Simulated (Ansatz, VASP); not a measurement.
**NaCl: VASP beside Ansatz**

```
CELL_PARAMETERS angstrom
-2.22974 2.23405 -3.08820
6.65807 2.20209 -3.08868
-2.19709 -6.67290 -3.08967
ATOMIC_POSITIONS crystal
Na 0.00044 0.00131 0.00072
Na 0.50082 0.50104 0.99965
Na 0.00005 0.49919 0.49988
Na 0.49978 0.99897 0.50046
Cl 0.49993 0.12581 0.87513
Cl 0.00034 0.62601 0.87454
Cl 0.49952 0.62375 0.37433
Cl 0.99912 0.12391 0.37531
```

Change from the starting cell: cell x4, atoms moved at random (sigma 0.15 Å) and cell strained at random (1.5 %), then relaxed without symmetry.

Alike in both runs: functional PBE; k mesh 4 × 2 × 2; occupations gaussian, width 0.1 eV; no spin polarisation.

Ansatz relaxed the structure, and its values are those at the end. VASP's run is a single point on that final structure, the one shown.

|  | VASP | Ansatz |
| --- | --- | --- |
| version | VASP 6.6.1 | Ansatz 0.2.0 |
| potentials or method | VASP PAW PBE potentials, release 64 (Na_pv, Cl), cutoff 520 eV | scalar-relativistic, plane waves, PAW |
| valence electrons in the cell | 56 | 64 |

|  | VASP | Ansatz | Ansatz less VASP |
| --- | --- | --- | --- |
| gap on the k mesh at the Fermi level (eV) | 4.84 | 4.84 | +0.001 |
| least direct gap on the mesh (eV) | 4.84 | 4.84 | +0.001 |
| pressure (GPa) | 0.0 | 0.0 | +0.01 |

The functional is the same, so the differences come from potentials, cutoffs and numerics. VASP's potentials hold 56 valence electrons a cell and Ansatz's 64, so a difference there can come from the potentials and not from the codes.

The k mesh is coarse, so the values compare programs but aren't converged.
